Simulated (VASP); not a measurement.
Al, 1 atom in the cell. The structure is cubic, space group Fm-3m (No. 225). The conventional cell has a = 4.039 Å, b = 4.039 Å, c = 4.039 Å, α = 90.00°, β = 90.00°, γ = 90.00°. Within 3.8 Å of Al (site symmetry m-3m) lie 12 Al at 2.86 Å. 

| Property | Result |
| --- | --- |
| Program | VASP 6.6.1 |
| Task | relaxation of cell and atoms |
| Functional | PBE |
| Potentials or basis | VASP PAW PBE potentials, release 64 (Al) |
| Cutoff | 600 eV |
| k mesh | 18 × 18 × 18, shifted |
| Occupations | gaussian, width 0.1 eV |
| Spin | no spin polarisation |
| Dipole correction | no |
| Further INCAR settings | ALGO = Normal; EDIFF = 1e-06; ISYM = 0; IBRION = 2; EDIFFG = -0.005; NSW = 100; ISIF = 3 |

Potentials or basis: VASP PAW PBE potentials, release 64 (Al).

Run with:

```bash
$ cat potpaw_PBE.64/Al/POTCAR > POTCAR
$ mpirun -np 1 vasp_std > vasp.out
```

Hardware: 1 thread of Intel Xeon 8259CL, with other jobs on the host.

Task: How long does it take, and how much memory?

Result: Run time: 9.4 min on 1 thread of Intel Xeon 8259CL, on a shared host, peak memory 1.3 GiB. Counts: scf iterations 12, k points 11664, ion steps 2.
